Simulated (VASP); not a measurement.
Input of a VASP 6.6.1 run:

INCAR

```
SYSTEM = Eu
  PREC = Accurate
  ENCUT = 520
  EDIFF = 1E-7
  ISMEAR = -1
  SIGMA = 0.05
  LREAL = .False.
  LASPH = .True.
  NELM = 150
  ALGO = Normal
  ISIF = 2
  LWAVE = .False.
  LCHARG = .False.
  MAGMOM = 4.157 4.157 4.157
  LORBIT = 11
  LSORBIT = .True.
  GGA_COMPAT = .False.
  LORBMOM = .True.
  LMAXMIX = 6
  GGA = PE
  NBANDS = 28
```

Contents of KPOINTS:

```
regular mesh
0
Gamma
  7 7 7
  0 0 0
```

The input POSCAR:

```
Eu
1.0
    0.0000000000      2.7893026914      2.7893026914
    2.7893026914      0.0000000000      2.7893026914
    2.7893026914      2.7893026914      0.0000000000
Eu
1
Direct
    0.0000000000      0.0000000000      0.0000000000
```

Potentials or basis: VASP PAW PBE potentials, release 64 (Eu).

Run with:

```console
$ cat potpaw_PBE.64/Eu/POTCAR > POTCAR
$ mpirun -np 1 vasp_ncl > vasp.out
```

**Question.** Predict the pressure.

**Answer.** -1.2 GPa.

**Question.** Estimate the net moment.

**Answer.** 7.50 μB per cell.

Moments on the atoms (μB; x, y, z):
```
Eu  3.87 3.87 3.87
```

The state reached can hang on the start; a lower one may exist.
